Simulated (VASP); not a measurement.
# Zr3Ag (P4/mmm) in VASP: a series of runs, part 2 of 3

VASP 6.6.1.

## (3) Electric field gradients, LDA (volume scaled by 1.02)

The input, INCAR:

```
PREC = Accurate
ENCUT = 520
EDIFF = 1E-8
ISMEAR = -1
SIGMA = 0.05
LREAL = False
LASPH = True
NELM = 80
ALGO = Normal
ISIF = 2
LWAVE = False
LCHARG = False
LEFG = True
NBANDS = 32
```

The input, KPOINTS:

```
Automatic mesh
0
Gamma
  7 7 8
```

The input, POSCAR:

```
Zr3Ag
1.0
    4.5962392918      0.0000000000      0.0000000000
    0.0000000000      4.5962392918      0.0000000000
    0.0000000000      0.0000000000      4.0123981203
Zr Ag
3 1
Direct
    0.5000000000      0.5000000000      0.0000000000
    0.0000000000      0.5000000000      0.5000000000
    0.5000000000      0.0000000000      0.5000000000
    0.0000000000      0.0000000000      0.0000000000
```

Potentials or basis: VASP PAW LDA potentials, release 64 (Zr_sv, Ag).

Started as:

```bash
$ cat potpaw_LDA.64/Zr_sv/POTCAR potpaw_LDA.64/Ag/POTCAR > POTCAR
$ mpirun -np 1 vasp_std > vasp.out
```

OUTCAR:

```text
PREC = Accurate
   ENCUT = 520
   EDIFF = 1E-8
   ISMEAR = -1
   LREAL = False
   LASPH = True
   NELM = 80
   ISIF = 2

 ion  position               nearest neighbor table
   1  0.500  0.500  0.000-   2 3.05   3 3.05   2 3.05   3 3.05   3 3.05   3 3.05   2 3.05   2 3.05
                             4 3.25   4 3.25   4 3.25   4 3.25
   2  0.000  0.500  0.500-   1 3.05   4 3.05   1 3.05   4 3.05   4 3.05   4 3.05   1 3.05   1 3.05
                             3 3.25   3 3.25   3 3.25   3 3.25
   3  0.500  0.000  0.500-   1 3.05   4 3.05   1 3.05   4 3.05   1 3.05   1 3.05   4 3.05   4 3.05
                             2 3.25   2 3.25   2 3.25   2 3.25
   4  0.000  0.000  0.000-   2 3.05   3 3.05   2 3.05   3 3.05   2 3.05   2 3.05   3 3.05   3 3.05
                             1 3.25   1 3.25   1 3.25   1 3.25

  LATTYP: Found a simple tetragonal cell.
 ALAT       =     4.5962392918
 C/A-ratio  =     0.8729741568

  Lattice vectors:

 A1 = (   4.5962392918,   0.0000000000,   0.0000000000)
 A2 = (   0.0000000000,   4.5962392918,   0.0000000000)
 A3 = (   0.0000000000,   0.0000000000,   4.0123981203)

Analysis of symmetry for initial positions (statically):
=====================================================================
 Subroutine PRICEL returns:
 Original cell was already a primitive cell.

 Routine SETGRP: Setting up the symmetry group for a
 simple tetragonal supercell.

 Subroutine GETGRP returns: Found 16 space group operations
 (whereof 16 operations were pure point group operations)
 out of a pool of 16 trial point group operations.

The static configuration has the point symmetry D_4h.

Analysis of symmetry for dynamics (positions and initial velocities):
[... 1014 lines left out ...]
  FORCE on cell =-STRESS in cart. coord.  units (eV):
  Direction    XX          YY          ZZ          XY          YZ          ZX
  --------------------------------------------------------------------------------------
  -------------------------------------------------------------------------------------
  Total       -3.9409010     -3.9409010     -2.6304689      0.0000000     -0.0000000     -0.0000000
  in kB      -74.4898030    -74.4898030    -49.7203845      0.0000000     -0.0000000     -0.0000000
  external PRESSURE =     -66.2333301 kB  Pullay stress =       0.0000000 kB

 VOLUME and BASIS-vectors are now :
 -----------------------------------------------------------------------------
  energy-cutoff  :      520.00
  volume of cell :       84.76
      direct lattice vectors                 reciprocal lattice vectors
     4.596239292  0.000000000  0.000000000     0.217569177  0.000000000  0.000000000
     0.000000000  4.596239292  0.000000000     0.000000000  0.217569177  0.000000000
     0.000000000  0.000000000  4.012398120     0.000000000  0.000000000  0.249227512

 POSITION                                       TOTAL-FORCE (eV/Angst)
 -----------------------------------------------------------------------------------
      2.29812      2.29812      0.00000         0.000000      0.000000      0.000000
      0.00000      2.29812      2.00620         0.000000      0.000000      0.000000
      2.29812      0.00000      2.00620         0.000000      0.000000      0.000000
      0.00000      0.00000      0.00000         0.000000      0.000000      0.000000
 -----------------------------------------------------------------------------------
    total drift:                                0.000000      0.000000      0.000000

  FREE ENERGIE OF THE ION-ELECTRON SYSTEM (eV)
  ---------------------------------------------------
  free  energy   TOTEN  =       -31.5870490100 eV

  energy  without entropy=      -31.5391043417  energy(sigma->0) =      -31.56307668

 Electric field gradients (V/A^2)
---------------------------------------------------------------------
 ion       V_xx      V_yy      V_zz      V_xy      V_xz      V_yz
---------------------------------------------------------------------
   1       8.155     8.155   -16.310     0.000    -0.000     0.000
   2      33.328   -13.767   -19.561    -0.000    -0.000     0.000
   3     -13.767    33.328   -19.561     0.000    -0.000    -0.000
   4      -4.052    -4.052     8.103     0.000     0.000     0.000
---------------------------------------------------------------------

 Electric field gradients after diagonalization (V/A^2)
 (convention: |V_zz| > |V_xx| > |V_yy|)
----------------------------------------------------------------------
 ion       V_xx      V_yy      V_zz     asymmetry (V_yy - V_xx)/ V_zz
----------------------------------------------------------------------
   1       8.155     8.155   -16.310       0.000
   2     -19.561   -13.767    33.328       0.174
   3     -19.561   -13.767    33.328       0.174
   4      -4.052    -4.052     8.103       0.000
----------------------------------------------------------------------

           NMR quadrupolar parameters

 Cq : quadrupolar parameter    Cq=e*Q*V_zz/h
 eta: asymmetry parameters     (V_yy - V_xx)/ V_zz
 Q  : nuclear electric quadrupole moment in mb (millibarn)
----------------------------------------------------------------------
 ion       Cq(MHz)       eta       Q (mb)
----------------------------------------------------------------------
   1      -0.039       0.000       1.000
   2       0.081       0.174       1.000
   3       0.081       0.174       1.000
   4       0.020       0.000       1.000
----------------------------------------------------------------------
```

stdout:

```text
POSCAR found type information on POSCAR ZrAg
 POSCAR found :  2 types and       4 ions
 scaLAPACK will be used
 LDA part: xc-table for (Slater(with rela. corr.)+CA(PZ))
 , standard interpolation
 POSCAR, INCAR and KPOINTS ok, starting setup
 FFT: planning ... GRIDC
 FFT: planning ... GRID_SOFT
 FFT: planning ... GRID
 WAVECAR not read
 entering main loop
ion   1

ion   2

ion   3

ion   4
```

It took 2.2 min on 1 thread of Intel Xeon Platinum 8259CL at 2.50GHz (Skylake/Cascade Lake), shared host; peak memory 0.24 GiB.

Results:

- Free energy: -31.5870 eV
- Pressure: -6.6 GPa

Electric field gradients, principal values (V/Å²):
| atom | least | middle | greatest (by size) |
| --- | --- | --- | --- |
| 1 Zr | 8.155 | 8.155 | -16.310 |
| 2 Zr | -13.767 | -19.561 | 33.328 |
| 3 Zr | -13.767 | -19.561 | 33.328 |
| 4 Ag | -4.052 | -4.052 | 8.103 |

Caveat: without QUAD_EFG the Cq values of the log hold for a quadrupole moment of 1 mb, not for the nuclei.

## (4) Electric field gradients, LDA (volume scaled by 1.02)

The input, INCAR:

```
SYSTEM = Zr3Ag
PREC     = Accurate       ! precision mode
ENCUT    = 520            ! plane-wave cutoff, eV
EDIFF    = 1E-8           ! SCF threshold, eV
ISMEAR   = -1             ! smearing method
SIGMA    = 0.05           ! smearing width, eV
LREAL    = .False.        ! projectors in reciprocal space
LASPH    = .True.         ! aspherical terms in the spheres
NELM     = 100            ! most SCF steps
ALGO     = Normal         ! electronic algorithm
ISIF     = 2              ! what is computed and relaxed
LWAVE    = .False.        ! write WAVECAR
LCHARG   = .False.        ! write CHGCAR
LEFG     = .True.       
NBANDS   = 32             ! bands
```

The input, KPOINTS:

```
regular mesh
0
Gamma
  7 7 8
  0 0 0
```

POSCAR is that of step 3.

Potentials or basis: VASP PAW LDA potentials, release 64 (Zr_sv, Ag).

Started as:

```bash
$ cat potpaw_LDA.64/Zr_sv/POTCAR potpaw_LDA.64/Ag/POTCAR > POTCAR
$ mpirun -np 1 vasp_std > vasp.out
```

OUTCAR:

```text
SYSTEM = Zr3Ag
   PREC = Accurate
   ENCUT = 520
   EDIFF = 1E-8
   ISMEAR = -1
   LREAL = .False.
   LASPH = .True.
   NELM = 100
   ISIF = 2

 ion  position               nearest neighbor table
   1  0.500  0.500  0.000-   2 3.05   3 3.05   2 3.05   3 3.05   3 3.05   3 3.05   2 3.05   2 3.05
                             4 3.25   4 3.25   4 3.25   4 3.25
   2  0.000  0.500  0.500-   1 3.05   4 3.05   1 3.05   4 3.05   4 3.05   4 3.05   1 3.05   1 3.05
                             3 3.25   3 3.25   3 3.25   3 3.25
   3  0.500  0.000  0.500-   1 3.05   4 3.05   1 3.05   4 3.05   1 3.05   1 3.05   4 3.05   4 3.05
                             2 3.25   2 3.25   2 3.25   2 3.25
   4  0.000  0.000  0.000-   2 3.05   3 3.05   2 3.05   3 3.05   2 3.05   2 3.05   3 3.05   3 3.05
                             1 3.25   1 3.25   1 3.25   1 3.25

  LATTYP: Found a simple tetragonal cell.
 ALAT       =     4.5962392918
 C/A-ratio  =     0.8729741568

  Lattice vectors:

 A1 = (   4.5962392918,   0.0000000000,   0.0000000000)
 A2 = (   0.0000000000,   4.5962392918,   0.0000000000)
 A3 = (   0.0000000000,   0.0000000000,   4.0123981203)

Analysis of symmetry for initial positions (statically):
=====================================================================
 Subroutine PRICEL returns:
 Original cell was already a primitive cell.

 Routine SETGRP: Setting up the symmetry group for a
 simple tetragonal supercell.

 Subroutine GETGRP returns: Found 16 space group operations
 (whereof 16 operations were pure point group operations)
 out of a pool of 16 trial point group operations.

The static configuration has the point symmetry D_4h.

Analysis of symmetry for dynamics (positions and initial velocities):
=====================================================================
 Subroutine PRICEL returns:
 Original cell was already a primitive cell.

 Routine SETGRP: Setting up the symmetry group for a
 simple tetragonal supercell.

 Subroutine GETGRP returns: Found 16 space group operations
 (whereof 16 operations were pure point group operations)
 out of a pool of 16 trial point group operations.

The dynamic configuration has the point symmetry D_4h.

 Subroutine INISYM returns: Found 16 space group operations
 (whereof 16 operations are pure point group operations),
 and found     1 'primitive' translations

----------------------------------------------------------------------------------------

                                     Primitive cell

  volume of cell :      84.7636

  direct lattice vectors                    reciprocal lattice vectors
     4.596239292  0.000000000  0.000000000     0.217569177  0.000000000  0.000000000
     0.000000000  4.596239292  0.000000000     0.000000000  0.217569177  0.000000000
     0.000000000  0.000000000  4.012398120     0.000000000  0.000000000  0.249227512

  length of vectors
     4.596239292  4.596239292  4.012398120     0.217569177  0.217569177  0.249227512

  position of ions in fractional coordinates (direct lattice)
     0.500000000  0.500000000  0.000000000
[... 97 lines left out ...]
   ISMEAR =    -1;   SIGMA  =   0.05  broadening in eV -4-tet -1-fermi 0-gaus
   EFERMI_NEDOS =   21; number of points for ismear=-14 and -15
   IALGO  =     38    algorithm
   IMIX   =      4    mixing-type and parameters
     AMIX     =   0.40;   BMIX     =  1.00
     AMIX_MAG =   1.60;   BMIX_MAG =  1.00
  volume/ion in A,a.u.               =      21.19       143.00
  Fermi-wavevector in a.u.,A,eV,Ry     =   1.344944  2.541577 24.611247  1.808876
  Thomas-Fermi vector in A             =   2.472897
   LORBIT       =      0    0 simple, 1 ext, 2 COOP (PROOUT), +10 PAW based schemes
   GGA     = CA    functional components
   LHFCALC =     F    Hartree Fock is set to
   AEXX    =    0.0000 exact exchange contribution
   IVDW    =     0    specifies the selected vdW correction
   LEPSILON=     F    determine dielectric tensor
   LRPA    =     F    only Hartree local field effects (RPA)
 non-spin polarized calculation
  energy-cutoff  :      520.00
  volume of cell :       84.76
 maximum number of plane-waves:      2303
 NGX is ok and might be reduce to    36
   NGX = 17   NGY = 17   NGZ = 15

 number of electron      46.9999995 magnetization

 Free energy of the ion-electron system (eV)
  ---------------------------------------------------
  ext. energy  EPLUGINS =         0.00000000
  ---------------------------------------------------
  free energy    TOTEN  =       -31.58704901 eV

  energy without entropy =      -31.53910434  energy(sigma->0) =      -31.56307668

 E-fermi :   8.7825     XC(G=0): -11.6637

 val. band max:        8.7783184247   @ k =   0.4286   0.2857   0.0000
 cond. band min:       8.7902585073   @ k =   0.4286   0.2857   0.5000
 fundamental gap:      0.0119400826
 Fermi energy:         8.7824863025

 k-point     1 :       0.0000    0.0000    0.0000
  band No.  band energies     occupation
      1     -39.5546      2.00000
      2     -39.4303      2.00000
      3     -39.1780      2.00000
      4     -18.0919      2.00000
      5     -18.0919      2.00000
      6     -17.9835      2.00000
[... 829 lines left out ...]
     31      12.5286      0.00000
     32      12.9589      0.00000

 [... further k-points ...]

------------------------ aborting loop because EDIFF is reached ----------------------------------------

  FORCE on cell =-STRESS in cart. coord.  units (eV):
  Direction    XX          YY          ZZ          XY          YZ          ZX
  --------------------------------------------------------------------------------------
  -------------------------------------------------------------------------------------
  Total       -3.9409010     -3.9409010     -2.6304689      0.0000000     -0.0000000     -0.0000000
  in kB      -74.4898030    -74.4898030    -49.7203845      0.0000000     -0.0000000     -0.0000000
  external PRESSURE =     -66.2333301 kB  Pullay stress =       0.0000000 kB

 VOLUME and BASIS-vectors are now :
 -----------------------------------------------------------------------------
  energy-cutoff  :      520.00
  volume of cell :       84.76
      direct lattice vectors                 reciprocal lattice vectors
     4.596239292  0.000000000  0.000000000     0.217569177  0.000000000  0.000000000
     0.000000000  4.596239292  0.000000000     0.000000000  0.217569177  0.000000000
     0.000000000  0.000000000  4.012398120     0.000000000  0.000000000  0.249227512

 POSITION                                       TOTAL-FORCE (eV/Angst)
 -----------------------------------------------------------------------------------
      2.29812      2.29812      0.00000         0.000000      0.000000      0.000000
      0.00000      2.29812      2.00620         0.000000      0.000000      0.000000
      2.29812      0.00000      2.00620         0.000000      0.000000      0.000000
      0.00000      0.00000      0.00000         0.000000      0.000000      0.000000
 -----------------------------------------------------------------------------------
    total drift:                                0.000000      0.000000      0.000000

  FREE ENERGIE OF THE ION-ELECTRON SYSTEM (eV)
  ---------------------------------------------------
  free  energy   TOTEN  =       -31.5870490100 eV

  energy  without entropy=      -31.5391043417  energy(sigma->0) =      -31.56307668

 Electric field gradients (V/A^2)
---------------------------------------------------------------------
 ion       V_xx      V_yy      V_zz      V_xy      V_xz      V_yz
---------------------------------------------------------------------
   1       8.155     8.155   -16.310     0.000    -0.000     0.000
   2      33.328   -13.767   -19.561    -0.000    -0.000     0.000
   3     -13.767    33.328   -19.561     0.000    -0.000    -0.000
   4      -4.052    -4.052     8.103     0.000     0.000     0.000
---------------------------------------------------------------------

 Electric field gradients after diagonalization (V/A^2)
 (convention: |V_zz| > |V_xx| > |V_yy|)
----------------------------------------------------------------------
 ion       V_xx      V_yy      V_zz     asymmetry (V_yy - V_xx)/ V_zz
----------------------------------------------------------------------
   1       8.155     8.155   -16.310       0.000
   2     -19.561   -13.767    33.328       0.174
   3     -19.561   -13.767    33.328       0.174
   4      -4.052    -4.052     8.103       0.000
----------------------------------------------------------------------

           NMR quadrupolar parameters

 Cq : quadrupolar parameter    Cq=e*Q*V_zz/h
 eta: asymmetry parameters     (V_yy - V_xx)/ V_zz
 Q  : nuclear electric quadrupole moment in mb (millibarn)
----------------------------------------------------------------------
 ion       Cq(MHz)       eta       Q (mb)
----------------------------------------------------------------------
   1      -0.039       0.000       1.000
   2       0.081       0.174       1.000
   3       0.081       0.174       1.000
   4       0.020       0.000       1.000
----------------------------------------------------------------------
```

It took 2.1 min on 1 thread of Intel Xeon Platinum 8259CL at 2.50GHz (Skylake/Cascade Lake), shared host; peak memory 0.24 GiB.

What came out:

- Free energy: -31.5870 eV
- Pressure: -6.6 GPa

Electric field gradients, principal values (V/Å²):
```csv
atom,least,middle,greatest (by size)
1 Zr,8.155,8.155,-16.310
2 Zr,-13.767,-19.561,33.328
3 Zr,-13.767,-19.561,33.328
4 Ag,-4.052,-4.052,8.103
```

Caveat: without QUAD_EFG the Cq values of the log hold for a quadrupole moment of 1 mb, not for the nuclei.

[end of part 2 of 3]
